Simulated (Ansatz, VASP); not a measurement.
# Two plane-wave programs on MgCd2O3

```xyz
6
Lattice="3.2370 0.0000 0.0000 -1.6185 2.8033 0.0000 0.0000 0.0000 8.0905" Properties=species:S:1:pos:R:3 pbc="T T T"
Mg    0.0000    0.0000    0.0000
Cd    1.6185    0.9344    2.6141
Cd    0.0000    1.8689    5.4764
O     1.6185    0.9344    6.9431
O     0.0000    1.8689    1.1474
O     0.0000    0.0000    4.0452
```

Alike in both runs: functional PBE; k mesh 4 × 4 × 2; occupations gaussian, width 0.15 eV; no spin polarisation.

Ansatz relaxed the structure, and its values are those at the end. VASP's run is a single point on that final structure, the one shown.

|  | VASP | Ansatz |
| --- | --- | --- |
| version | VASP 6.6.1 | Ansatz 0.2.0 |
| potentials or method | VASP PAW PBE potentials, release 64 (Mg_sv, Cd_sv_GW, O), cutoff 840 eV | scalar-relativistic, plane waves, PAW |
| valence electrons in the cell | 68 | 68 |

```tsv
	VASP	Ansatz	Ansatz less VASP
gap on the k mesh at the Fermi level (eV)	0.59	0.59	+0.002
least direct gap on the mesh (eV)	0.59	0.59	+0.002
pressure (GPa)	-0.1	0.1	+0.20
rms of the force components (eV/Å)	0.021	0.025	+0.0037
```

The k mesh is coarse, so the values compare programs but aren't converged.
